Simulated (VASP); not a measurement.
# Mg2Sn (Fm-3m) in VASP: a series of runs

Mg2Sn is run at these levels: PBE, PBE+D4; tasks: single point.

Program: VASP 6.6.1. These are calculated values, not measurements. Logs are shortened: lines on timing, memory, paths and dates and some standing lists are left out, and cuts for length are marked.

## 1. The cell of the first run

It takes space group Fm-3m (No. 225, cubic). The conventional cell has a = 6.816 Å, b = 6.816 Å, c = 6.816 Å, α = 90.00°, β = 90.00°, γ = 90.00°. Mg (site symmetry -43m) has 4 Sn at 2.95 Å and 6 Mg at 3.41 Å within 3.9 Å. Within 3.9 Å of Sn (site symmetry m-3m) lie 8 Mg at 2.95 Å.

## 2. Single point, PBE

INCAR

```
ALGO = Normal
EDIFF = 1E-6
ENCUT = 600
GGA = PE
GGA_COMPAT = F
ISIF = 2
ISMEAR = 0
LASPH = T
LCHARG = F
LREAL = F
LWAVE = F
NBANDS = 16
NELM = 120
PREC = Accurate
SIGMA = 0.05
```

KPOINTS

```
k-points
0
Gamma
  10 10 10
```

POSCAR

```
Mg2Sn
1.0
    0.0000000000      3.4080521656      3.4080521656
    3.4080521656      0.0000000000      3.4080521656
    3.4080521656      3.4080521656      0.0000000000
Mg Sn
2 1
Direct
    0.2500000000      0.2500000000      0.2500000000
    0.7500000000      0.7500000000      0.7500000000
    0.0000000000      0.0000000000      0.0000000000
```

Potentials or basis: VASP PAW PBE potentials, release 64 (Mg, Sn_d).

The run is started by

```bash
$ cat potpaw_PBE.64/Mg/POTCAR potpaw_PBE.64/Sn_d/POTCAR > POTCAR
$ mpirun -np 1 vasp_std > vasp.out
```

OUTCAR:

```text
EDIFF = 1E-6
   ENCUT = 600
   GGA = PE
   ISIF = 2
   ISMEAR = 0
   LASPH = T
   LREAL = F
   NELM = 120
   PREC = Accurate

 ion  position               nearest neighbor table
   1  0.250  0.250  0.250-   3 2.95   3 2.95   3 2.95   3 2.95   2 3.41   2 3.41   2 3.41   2 3.41
                             2 3.41   2 3.41
   2  0.750  0.750  0.750-   3 2.95   3 2.95   3 2.95   3 2.95   1 3.41   1 3.41   1 3.41   1 3.41
                             1 3.41   1 3.41
   3  0.000  0.000  0.000-   2 2.95   2 2.95   2 2.95   1 2.95   2 2.95   1 2.95   1 2.95   1 2.95

  LATTYP: Found a face centered cubic cell.
 ALAT       =     6.8161043312

  Lattice vectors:

 A1 = (   0.0000000000,   3.4080521656,   3.4080521656)
 A2 = (   3.4080521656,   0.0000000000,   3.4080521656)
 A3 = (   3.4080521656,   3.4080521656,   0.0000000000)

Analysis of symmetry for initial positions (statically):
=====================================================================
 Subroutine PRICEL returns:
 Original cell was already a primitive cell.

 Routine SETGRP: Setting up the symmetry group for a
 face centered cubic supercell.

 Subroutine GETGRP returns: Found 48 space group operations
 (whereof 48 operations were pure point group operations)
 out of a pool of 48 trial point group operations.

The static configuration has the point symmetry O_h .

Analysis of symmetry for dynamics (positions and initial velocities):
=====================================================================
 Subroutine PRICEL returns:
 Original cell was already a primitive cell.

 Routine SETGRP: Setting up the symmetry group for a
 face centered cubic supercell.

 Subroutine GETGRP returns: Found 48 space group operations
 (whereof 48 operations were pure point group operations)
 out of a pool of 48 trial point group operations.

The dynamic configuration has the point symmetry O_h .

 Subroutine INISYM returns: Found 48 space group operations
 (whereof 48 operations are pure point group operations),
 and found     1 'primitive' translations

----------------------------------------------------------------------------------------

                                     Primitive cell

  volume of cell :      79.1678

  direct lattice vectors                    reciprocal lattice vectors
     0.000000000  3.408052166  3.408052166    -0.146711369  0.146711369  0.146711369
     3.408052166  0.000000000  3.408052166     0.146711369 -0.146711369  0.146711369
     3.408052166  3.408052166  0.000000000     0.146711369  0.146711369 -0.146711369

  length of vectors
     4.819713594  4.819713594  4.819713594     0.254111546  0.254111546  0.254111546

  position of ions in fractional coordinates (direct lattice)
     0.250000000  0.250000000  0.250000000
     0.750000000  0.750000000  0.750000000
     0.000000000  0.000000000  0.000000000

  ion indices of the primitive-cell ions
   primitive index   ion index
                 1           1
                 2           2
                 3           3

----------------------------------------------------------------------------------------

 KPOINTS: k-points

Automatic generation of k-mesh.
 Grid dimensions read from file:
 generate k-points for:   10   10   10

 Generating k-lattice:

  Cartesian coordinates                     Fractional coordinates (reciprocal lattice)
    -0.014671137  0.014671137  0.014671137     0.100000000  0.000000000  0.000000000
     0.014671137 -0.014671137  0.014671137     0.000000000  0.100000000  0.000000000
     0.014671137  0.014671137 -0.014671137     0.000000000  0.000000000  0.100000000

  Length of vectors
     0.025411155  0.025411155  0.025411155

  Shift w.r.t. Gamma in fractional coordinates (k-lattice)
     0.000000000  0.000000000  0.000000000

 Subroutine IBZKPT returns following result:
 ===========================================

 Found     47 irreducible k-points:

 Following reciprocal coordinates:
            Coordinates               Weight
  0.000000  0.000000  0.000000      1.000000
  0.100000  0.000000  0.000000      8.000000
  0.200000  0.000000  0.000000      8.000000
  0.300000  0.000000  0.000000      8.000000
  0.400000  0.000000  0.000000      8.000000
  0.500000  0.000000  0.000000      4.000000
[... 16 lines left out ...]
  0.300000  0.300000  0.000000      6.000000
  0.400000  0.300000  0.000000     24.000000
 [... further k-points ...]
   k-points           NKPTS =     47   k-points in BZ     NKDIM =     47   number of bands    NBANDS=     16
   number of dos      NEDOS =    301   number of ions     NIONS =      3
   total plane-waves  NPLWV =  64000
   dimension x,y,z NGX =    40 NGY =   40 NGZ =   40
   dimension x,y,z NGXF=    80 NGYF=   80 NGZF=   80
   ions per type =               2   1
   NGX,Y,Z   is equivalent  to a cutoff of  13.80, 13.80, 13.80 a.u.
   NGXF,Y,Z  is equivalent  to a cutoff of  27.59, 27.59, 27.59 a.u.
 SYSTEM =  unknown system
   PREC   = accura    normal or accurate (medium, high low for compatibility)
   ISTART =      0    job   : 0-new  1-cont  2-samecut
   ICHARG =      2    charge: 1-file 2-atom 10-const
   ISPIN  =      1    spin polarized calculation?
   LNONCOLLINEAR =      F non collinear calculations
   LSORBIT =      F    spin-orbit coupling
   LASPH  =      T    aspherical Exc in radial PAW
   ENCUT  =  600.0 eV  44.10 Ry    6.64 a.u.   9.63  9.63  9.63*2*pi/ulx,y,z
   NELM   =    120;   NELMIN=  2; NELMDL= -5     # of ELM steps
   EDIFF  = 0.1E-05   stopping-criterion for ELM
   LREAL  =      F    real-space projection
   EDIFFG = 0.1E-04   stopping-criterion for IOM
   NSW    =      0    number of steps for IOM
   IBRION =     -1    ionic relax: 0-MD 1-quasi-New 2-CG
   NFREE  =      0    steps in history (QN), initial steepest desc. (CG)
   ISIF   =      2    stress and relaxation
   ISYM   =      2    0-nonsym 1-usesym 2-fastsym
   POTIM  = 0.5000    time-step for ionic-motion
   TEBEG  =    0.0;   TEEND  =   0.0 temperature during run
   PSTRESS=    0.0 pullay stress
   NELECT =      18.0000    total number of electrons
   NUPDOWN=      -1.0000    fix difference up-down
   EMIN   =  10.00;   EMAX   =-10.00  energy-range for DOS
   EFERMI =   0.00;   METHOD = LEGACY
   ISMEAR =     0;   SIGMA  =   0.05  broadening in eV -4-tet -1-fermi 0-gaus
   EFERMI_NEDOS =   21; number of points for ismear=-14 and -15
   IALGO  =     38    algorithm
   IMIX   =      4    mixing-type and parameters
     AMIX     =   0.40;   BMIX     =  1.00
     AMIX_MAG =   1.60;   BMIX_MAG =  1.00
  volume/ion in A,a.u.               =      26.39       178.08
  Fermi-wavevector in a.u.,A,eV,Ry     =   0.999193  1.888201 13.583878  0.998387
  Thomas-Fermi vector in A             =   2.131467
   LORBIT       =      0    0 simple, 1 ext, 2 COOP (PROOUT), +10 PAW based schemes
   GGA     = PE    functional components
   LHFCALC =     F    Hartree Fock is set to
   AEXX    =    0.0000 exact exchange contribution
   IVDW    =     0    specifies the selected vdW correction
   LEPSILON=     F    determine dielectric tensor
   LRPA    =     F    only Hartree local field effects (RPA)
 non-spin polarized calculation
 Gauss-broadening in eV      SIGMA  =   0.05
  energy-cutoff  :      600.00
  volume of cell :       79.17
 maximum number of plane-waves:      2685
   NGX = 19   NGY = 19   NGZ = 19

 number of electron      18.0000004 magnetization

 Free energy of the ion-electron system (eV)
  ---------------------------------------------------
  ext. energy  EPLUGINS =         0.00000000
  ---------------------------------------------------
  free energy    TOTEN  =        -7.43341154 eV

  energy without entropy =       -7.43286018  energy(sigma->0) =       -7.43313586

 E-fermi :   4.0454     XC(G=0):  -8.6716

 val. band max:        4.0341938744   @ k =   0.4000   0.4000   0.0000
 cond. band min:       4.1104224660   @ k =   0.0000   0.0000   0.0000
 fundamental gap:      0.0762285916
 Fermi energy:         4.0454492557

 k-point     1 :       0.0000    0.0000    0.0000
  band No.  band energies     occupation
      1     -16.8569      2.00000
      2     -16.8569      2.00000
      3     -16.8569      2.00000
      4     -16.8208      2.00000
      5     -16.8208      2.00000
      6      -4.8890      2.00000
[... 8 lines left out ...]
     15       9.5220      0.00000
     16       9.5220      0.00000

 k-point     2 :       0.1000    0.0000    0.0000
  band No.  band energies     occupation
      1     -16.8569      2.00000
      2     -16.8566      2.00000
      3     -16.8566      2.00000
      4     -16.8208      2.00000
      5     -16.8208      2.00000
      6      -4.8098      2.00000
[... 8 lines left out ...]
     15       8.8047      0.00000
     16       8.8047      0.00000

 k-point     3 :       0.2000    0.0000    0.0000
  band No.  band energies     occupation
      1     -16.8567      2.00000
      2     -16.8559      2.00000
      3     -16.8559      2.00000
      4     -16.8207      2.00000
      5     -16.8207      2.00000
      6      -4.5799      2.00000
[... 8 lines left out ...]
     15       8.4490      0.00000
     16       8.8622      0.00000

 k-point     4 :       0.3000    0.0000    0.0000
  band No.  band energies     occupation
      1     -16.8565      2.00000
      2     -16.8550      2.00000
      3     -16.8550      2.00000
      4     -16.8205      2.00000
      5     -16.8205      2.00000
      6      -4.2310      2.00000
[... 8 lines left out ...]
     15       8.9539      0.00000
     16       9.0988      0.00000
[... 324 lines left out ...]
 k-point    22 :      -0.2000    0.2000    0.0000
  band No.  band energies     occupation
      1     -16.8562      2.00000
      2     -16.8548      2.00000
      3     -16.8546      2.00000
      4     -16.8208      2.00000
      5     -16.8202      2.00000
      6      -4.1111      2.00000
[... 8 lines left out ...]
     15      10.4425      0.00000
     16      11.0645      0.00000

 k-point    23 :       0.3000    0.3000    0.0000
  band No.  band energies     occupation
      1     -16.8589      2.00000
      2     -16.8529      2.00000
      3     -16.8529      2.00000
      4     -16.8221      2.00000
      5     -16.8190      2.00000
      6      -3.9986      2.00000
[... 8 lines left out ...]
     15      10.4699      0.00000
     16      11.6662      0.00000

 k-point    24 :       0.4000    0.3000    0.0000
  band No.  band energies     occupation
      1     -16.8589      2.00000
      2     -16.8523      2.00000
      3     -16.8522      2.00000
      4     -16.8222      2.00000
      5     -16.8187      2.00000
      6      -3.6953      2.00000
[... 8 lines left out ...]
     15      11.1734      0.00000
     16      11.7982      0.00000

 [... further k-points ...]

------------------------ aborting loop because EDIFF is reached ----------------------------------------

  FORCE on cell =-STRESS in cart. coord.  units (eV):
  Direction    XX          YY          ZZ          XY          YZ          ZX
  --------------------------------------------------------------------------------------
  -------------------------------------------------------------------------------------
  Total       -0.0061746     -0.0061746     -0.0061746     -0.0000000     -0.0000000      0.0000000
  in kB       -0.1249600     -0.1249600     -0.1249600     -0.0000000     -0.0000000      0.0000000
  external PRESSURE =      -0.1249600 kB  Pullay stress =       0.0000000 kB

 VOLUME and BASIS-vectors are now :
 -----------------------------------------------------------------------------
  energy-cutoff  :      600.00
  volume of cell :       79.17
      direct lattice vectors                 reciprocal lattice vectors
     0.000000000  3.408052166  3.408052166    -0.146711369  0.146711369  0.146711369
     3.408052166  0.000000000  3.408052166     0.146711369 -0.146711369  0.146711369
     3.408052166  3.408052166  0.000000000     0.146711369  0.146711369 -0.146711369

 POSITION                                       TOTAL-FORCE (eV/Angst)
 -----------------------------------------------------------------------------------
      1.70403      1.70403      1.70403        -0.000000     -0.000000     -0.000000
      5.11208      5.11208      5.11208         0.000000      0.000000      0.000000
      0.00000      0.00000      0.00000        -0.000000     -0.000000      0.000000
 -----------------------------------------------------------------------------------
    total drift:                               -0.000000      0.000000     -0.000000

  FREE ENERGIE OF THE ION-ELECTRON SYSTEM (eV)
  ---------------------------------------------------
  free  energy   TOTEN  =        -7.4334115421 eV

  energy  without entropy=       -7.4328601761  energy(sigma->0) =       -7.43313586
```

Run time: 2.4 min. Hardware: 1 thread of Intel Xeon 8259CL, shared host; peak memory 0.28 GiB.

Results:

```
Free energy            : -7.4334 eV
Pressure               : 0.0 GPa
Band gap on the k mesh : zero (bands 9 and 10 overlap by 0.20 eV)
```

Levels at points of the mesh, in eV from the Fermi level:
| k point | band 5 | band 6 | band 7 | band 8 | band 9 | band 10 | band 11 | band 12 | band 13 | band 14 |
| --- | --- | --- | --- | --- | --- | --- | --- | --- | --- | --- |
| (0.00, 0.00, 0.00) | -20.87 | -8.93 | 0.06 | 0.06 | 0.06 | 1.34 | 2.17 | 2.17 | 2.17 | 3.93 |
| (0.50, 0.00, 0.00) | -20.87 | -7.71 | -4.67 | -0.75 | -0.75 | 0.63 | 2.26 | 2.26 | 3.97 | 6.87 |
| (0.50, 0.50, 0.00) | -20.86 | -7.22 | -4.47 | -2.00 | -2.00 | -0.13 | 0.25 | 7.17 | 7.17 | 7.44 |

Caveat: spin-orbit coupling is left out, which moves the levels of the heavy elements.

## 3. Single point, PBE+D4

INCAR

```
PREC     = Accurate       # precision mode
ENCUT    = 600            # plane-wave cutoff, eV
EDIFF    = 1E-6           # SCF threshold, eV
ISMEAR   = 0              # smearing method
SIGMA    = 0.05           # smearing width, eV
LREAL    = False          # projectors in reciprocal space
LASPH    = True           # aspherical terms in the spheres
NELM     = 120            # most SCF steps
ALGO     = Normal         # electronic algorithm
ISIF     = 2              # what is computed and relaxed
LWAVE    = False          # write WAVECAR
LCHARG   = False          # write CHGCAR
GGA      = PE             # functional
IVDW     = 13             # dispersion correction
NBANDS   = 16             # bands
GGA_COMPAT= False
```

KPOINTS

```
regular mesh
0
Gamma
  10 10 10
```

POSCAR is that of step 2.

Potentials or basis: VASP PAW PBE potentials, release 64 (Mg, Sn_d).

The run is started by

```bash
$ cat potpaw_PBE.64/Mg/POTCAR potpaw_PBE.64/Sn_d/POTCAR > POTCAR
$ mpirun -np 1 vasp_std > vasp.out
```

It took 1.9 min on 1 thread of Intel Xeon 8259CL, shared host; peak memory 0.28 GiB.

Results (log left out):

* Free energy: -8.0879 eV
* Pressure: -1.4 GPa
* Band gap on the k mesh: zero (bands 9 and 10 overlap by 0.20 eV)
* Dispersion energy per atom: -0.218 eV

Levels at points of the mesh, in eV from the Fermi level:
| k point | band 5 | band 6 | band 7 | band 8 | band 9 | band 10 | band 11 | band 12 | band 13 | band 14 |
| --- | --- | --- | --- | --- | --- | --- | --- | --- | --- | --- |
| (0.00, 0.00, 0.00) | -20.87 | -8.93 | 0.06 | 0.06 | 0.06 | 1.34 | 2.17 | 2.17 | 2.17 | 3.93 |
| (0.50, 0.00, 0.00) | -20.87 | -7.71 | -4.67 | -0.75 | -0.75 | 0.63 | 2.26 | 2.26 | 3.97 | 6.87 |
| (0.50, 0.50, 0.00) | -20.86 | -7.22 | -4.47 | -2.00 | -2.00 | -0.13 | 0.25 | 7.17 | 7.17 | 7.44 |

Caveat: spin-orbit coupling is left out, which moves the levels of the heavy elements.

## 4. Single point, PBE (26.92 Å³/atom)

This run uses another cell than the first one, of 26.92 Å³/atom.

INCAR

```
SYSTEM = Mg2Sn
PREC = Accurate
ENCUT = 600
EDIFF = 1E-6
ISMEAR = 0
SIGMA = 0.05
LREAL = .FALSE.
LASPH = .TRUE.
NELM = 120
ALGO = Normal
ISIF = 2
LWAVE = .FALSE.
LCHARG = .FALSE.
GGA = PE
NBANDS = 16
GGA_COMPAT = .FALSE.
```

KPOINTS

```
regular mesh
0
G
  10 10 10
  0 0 0
```

POSCAR

```
Mg2Sn
1.0
    0.0000000000      3.4306227053      3.4306227053
    3.4306227053      0.0000000000      3.4306227053
    3.4306227053      3.4306227053      0.0000000000
Mg Sn
2 1
Direct
    0.2500000000      0.2500000000      0.2500000000
    0.7500000000      0.7500000000      0.7500000000
    0.0000000000      0.0000000000      0.0000000000
```

The run is started by

```bash
$ cat potpaw_PBE.64/Mg/POTCAR potpaw_PBE.64/Sn_d/POTCAR > POTCAR
$ mpirun -np 1 vasp_std > vasp.out
```

It took 96 s on 1 thread of Intel Xeon 8259CL, shared host; peak memory 0.28 GiB.

The run converged. Its results:

```
Free energy            : -7.4285 eV
Pressure               : -0.8 GPa
Band gap on the k mesh : zero (bands 9 and 10 overlap by 0.23 eV)
```

Levels at points of the mesh, in eV from the Fermi level:
```
           k point  band 6  band 7  band 8  band 9  band 10  band 11  band 12  band 13
(0.00, 0.00, 0.00)   -8.84    0.07    0.07    0.07     1.24     2.15     2.15     2.15
(0.50, 0.00, 0.00)   -7.65   -4.60   -0.74   -0.74     0.57     2.26     2.26     3.94
(0.50, 0.50, 0.00)   -7.17   -4.41   -1.96   -1.96    -0.16     0.28     7.08     7.08
```

Caveat: spin-orbit coupling is left out, which moves the levels of the heavy elements.

## 5. Single point, PBE (27.44 Å³/atom)

This run uses another cell than the first one, of 27.44 Å³/atom.

INCAR

```
PREC     = Accurate       # precision mode
ENCUT    = 600            # plane-wave cutoff, eV
EDIFF    = 1E-6           # SCF threshold, eV
ISMEAR   = 0              # smearing method
SIGMA    = 0.05           # smearing width, eV
LREAL    = F              # projectors in reciprocal space
LASPH    = T              # aspherical terms in the spheres
NELM     = 120            # most SCF steps
ALGO     = Normal         # electronic algorithm
ISIF     = 2              # what is computed and relaxed
LWAVE    = F              # write WAVECAR
LCHARG   = T              # write CHGCAR
GGA      = PE             # functional
LELF     = T              # ELF
LVHAR    = T            
NBANDS   = 16             # bands
GGA_COMPAT= F
```

KPOINTS

```
regular mesh
0
Gamma
  10 10 10
```

POSCAR

```
Mg2Sn
1.0
    0.0000000000      3.4529001003      3.4529001003
    3.4529001003      0.0000000000      3.4529001003
    3.4529001003      3.4529001003      0.0000000000
Mg Sn
2 1
Direct
    0.2500000000      0.2500000000      0.2500000000
    0.7500000000      0.7500000000      0.7500000000
    0.0000000000      0.0000000000      0.0000000000
```

The run is started by

```bash
$ cat potpaw_PBE.64/Mg/POTCAR potpaw_PBE.64/Sn_d/POTCAR > POTCAR
$ mpirun -np 1 vasp_std > vasp.out
```

It took 97 s on 1 thread of Intel Xeon 8259CL, shared host; peak memory 0.28 GiB.

The run converged. Its results:

```yaml
Free_energy: -7.4164 eV
Pressure: -1.4 GPa
Band_gap_on_the_k_mesh: zero (bands 9 and 10 overlap by 0.26 eV)
```

Levels at points of the mesh, in eV from the Fermi level:
| k point | band 7 | band 8 | band 9 | band 10 | band 11 | band 12 |
| --- | --- | --- | --- | --- | --- | --- |
| (0.00, 0.00, 0.00) | 0.08 | 0.08 | 0.08 | 1.14 | 2.13 | 2.13 |
| (0.50, 0.00, 0.00) | -4.53 | -0.72 | -0.72 | 0.50 | 2.25 | 2.25 |
| (0.50, 0.50, 0.00) | -4.35 | -1.93 | -1.93 | -0.18 | 0.30 | 7.00 |

Caveat: spin-orbit coupling is left out, which moves the levels of the heavy elements.

## 6. Summary

| level | cell | gap on the mesh (eV) | pressure (GPa) |
| --- | --- | --- | --- |
| PBE | a = 4.820 Å, angles 60.0°, 3 atoms | none | 0.0 |
| PBE+D4 | a = 4.820 Å, angles 60.0°, 3 atoms | none | -1.4 |
| PBE | a = 4.852 Å, angles 60.0°, 3 atoms | none | -0.8 |
| PBE | a = 4.883 Å, angles 60.0°, 3 atoms | none | -1.4 |

Alike in all rows: task single point; potentials or basis VASP PAW PBE potentials, release 64 (Mg, Sn_d); no spin polarisation; k mesh 10 × 10 × 10; cutoff (eV) 600; smearing gaussian 0.05 eV.

Caveats: spin-orbit coupling is left out, which moves the levels of the heavy elements.

Total energies depend on the potentials used, so only differences within one code and one set of settings carry meaning.
